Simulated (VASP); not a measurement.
## Ta2B2O: single point with PBE

The system is Ta2B2O.

```
Ta B O
1.0
     3.43343    0.00000    0.00000
     0.00000    3.43343    0.00000
     0.00000    0.00000    5.04145
Ta B O
2 2 1
Direct
  0.00000 0.50000 0.50000
  0.50000 0.00000 0.50000
  0.50000 0.50000 0.87813
  0.50000 0.50000 0.12187
  0.00000 0.00000 0.00000
```

The cell was built from a structure type or drawn by symmetry, and may not be a known phase.

- Program: VASP 6.6.1
- Task: single point
- Functional: PBE
- Potentials or basis: VASP PAW PBE potentials, release 64 (Ta_pv, B, O)
- Cutoff: 520 eV
- k mesh: 6 × 6 × 4
- Occupations: gaussian, width 0.1 eV
- Spin: no spin polarisation
- Dipole correction: no
- Further INCAR settings: ALGO = Normal; EDIFF = 1e-06; NBANDS = 25

| Property | Result |
| --- | --- |
| Pressure | 48.1 GPa |
| Largest force | 22.459 eV/Å |
| Band gap on the k mesh | zero (bands 17 and 18 overlap by 1.86 eV) |

Forces in eV/Å, atoms in the order of the input:
```
Ta    0.000   0.000   0.000
Ta    0.000   0.000   0.000
B     0.000   0.000 -22.459
B     0.000   0.000  22.459
O     0.000   0.000   0.000
```

Stress tensor (GPa, compression positive):
```
44.67  0.00  0.00
 0.00 44.67  0.00
 0.00  0.00 54.85
```

Levels at points of the mesh, in eV from the Fermi level:
```
           k point  band 14  band 15  band 16  band 17  band 18  band 19  band 20  band 21
(0.00, 0.00, 0.00)    -3.68    -2.00    -2.00    -1.53    -1.21     1.44     1.44     2.46
(0.50, 0.00, 0.00)    -1.97    -1.78    -0.75    -0.01     1.04     1.08     1.33     1.33
(0.50, 0.50, 0.00)    -2.95    -1.74    -0.32     0.65     0.65     2.97     2.97     3.17
(0.00, 0.00, 0.50)    -4.00    -1.54    -0.89    -0.89    -0.35     2.52     2.52     3.26
(0.50, 0.00, 0.50)    -1.88    -1.73    -1.12    -0.28     0.72     0.98     1.02     1.24
(0.50, 0.50, 0.50)    -3.40    -3.11    -3.04    -0.40    -0.40     1.64     1.64     2.90
```

Run time: 28 s on 1 thread of AMD EPYC 9R45 96-Core Processor (Zen 5), on a shared host, peak memory 0.17 GiB.

Caveat: the cell stands under pressure; spin-orbit coupling is left out, which moves the levels of the heavy elements; forces of over 1 eV/Å act on the atoms, so gaps and moduli don't describe the material at rest.
